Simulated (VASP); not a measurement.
Input of a VASP 6.6.1 run:

POSCAR

```
TePb
1.0
    0.0000000000      3.2678368520      3.2678368520
    3.1305877042      0.0000000000      3.2678368520
    3.1305877042      3.2678368520      0.0000000000
Pb Te
1 1
Direct
    0.0000000000      0.0000000000      0.0000000000
    0.5000000000      0.5000000000      0.5000000000
```

Contents of INCAR.step1:

```
SYSTEM = TePb
PREC = Accurate ; ENCUT = 520
ISMEAR = 0 ; SIGMA = 0.01
LREAL = .False. ; LASPH = .True.
NELM = 100 ; NBANDS = 17
GGA = PE ; ALGO = Normal
EDIFF = 1E-4 ; LWAVE = .True.
LCHARG = .False.
```

INCAR.step2

```
SYSTEM = TePb
PREC = Accurate ; ENCUT = 520
EDIFF = 1E-6 ; ISMEAR = 0
SIGMA = 0.01 ; LREAL = .False.
LASPH = .True. ; NELM = 100
ALGO = Normal ; ISIF = 2
LWAVE = .False. ; LCHARG = .False.
METAGGA = R2SCAN ; LMIXTAU = .True.
NBANDS = 17 ; ISTART = 1
```

KPOINTS

```
Automatic mesh
0
Gamma
  8 8 8
  0 0 0
```

Potentials or basis: VASP PAW PBE potentials, release 64 (Pb_d, Te).

Command:

```sh
$ cat potpaw_PBE.64/Pb_d/POTCAR potpaw_PBE.64/Te/POTCAR > POTCAR
$ cp INCAR.step1 INCAR
$ mpirun -np 1 vasp_std > vasp.out
$ cp INCAR.step2 INCAR
$ mpirun -np 1 vasp_std > vasp.out
```

(1) What does it give for the band gap on the k mesh?

(2) Predict the pressure.

Answers

(1) 0.88 eV.

(2) 2.3 GPa.

Caveat: the cell differs from its parent crystal (uniaxial x strain -4.2%); the PAW data sets were made with another functional, which shifts forces and pressure a little; spin-orbit coupling is left out, which moves the levels of the heavy elements.
